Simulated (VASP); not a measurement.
A run of VASP 6.6.1:

INCAR

```
PREC = Accurate
ENCUT = 520
EDIFF = 1E-6
ISMEAR = 0
SIGMA = 0.1
LREAL = F
LASPH = T
NELM = 100
ALGO = Fast
ISIF = 2
LWAVE = F
LCHARG = T
GGA = PS
LELF = T
LVHAR = T
NBANDS = 49
```

KPOINTS

```
Automatic mesh
0
Gamma
  12 12 6
```

Contents of POSCAR:

```
BaSn5
1.0
    5.3342901916      0.0000000000      0.0000000000
   -2.6671450958      4.6196308171      0.0000000000
    0.0000000000      0.0000000000      7.0570545402
Ba Sn
1 5
Direct
    0.0000000000      0.0000000000      0.5000000000
    0.6666666667      0.3333333333      0.7895441565
    0.0000000000      0.0000000000      0.0000000000
    0.6666666667      0.3333333333      0.2104558435
    0.3333333333      0.6666666667      0.2104558435
    0.3333333333      0.6666666667      0.7895441565
```

Potentials or basis: VASP PAW PBE potentials, release 64 (Ba_sv, Sn_d).

The run is started by

```bash
$ cat potpaw_PBE.64/Ba_sv/POTCAR potpaw_PBE.64/Sn_d/POTCAR > POTCAR
$ mpirun -np 1 vasp_std > vasp.out
```

Hardware: 1 thread of Intel(R) Xeon(R) 6975P-C (Granite Rapids) (shared host).

Estimate the wall time of this run.

It took 9.4 min on 1 thread of Intel(R) Xeon(R) 6975P-C (Granite Rapids), with other jobs on the host, peak memory 0.63 GiB. Counts: scf iterations 23, k points 76.
